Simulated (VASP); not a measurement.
BN, 2 atoms in the cell. The structure is cubic, space group F-43m (No. 216). The conventional cell has a = 3.626 Å, b = 3.626 Å, c = 3.626 Å, α = 90.00°, β = 90.00°, γ = 90.00°. Within 2.1 Å of B (site symmetry -43m) lie 4 N at 1.57 Å. N (site symmetry -43m) has 4 B at 1.57 Å within 2.1 Å. 

- Program: VASP 6.6.1
- Task: relaxation of volume and atoms at fixed shape
- Functional: BLYP
- Potentials or basis: VASP PAW PBE potentials, release 64 (B, N)
- Cutoff: 600 eV
- k mesh: 4 × 4 × 4
- Occupations: gaussian, width 0.1 eV
- Spin: no spin polarisation
- Dipole correction: no
- Further INCAR settings: ALGO = Normal; EDIFF = 1e-07; IBRION = 2; EDIFFG = -0.01; NSW = 30; ISIF = 8

Potentials or basis: VASP PAW PBE potentials, release 64 (B, N).

The run is started by

```sh
$ cat potpaw_PBE.64/B/POTCAR potpaw_PBE.64/N/POTCAR > POTCAR
$ mpirun -np 1 vasp_std > vasp.out
```

Hardware: 1 thread of AMD EPYC 7R13 (shared host).

Q: How long does it take, and how much memory?

A: It took 20 s on 1 thread of AMD EPYC 7R13 (shared host), peak memory 0.08 GiB. Counts: scf iterations 26, k points 8, ion steps 3.
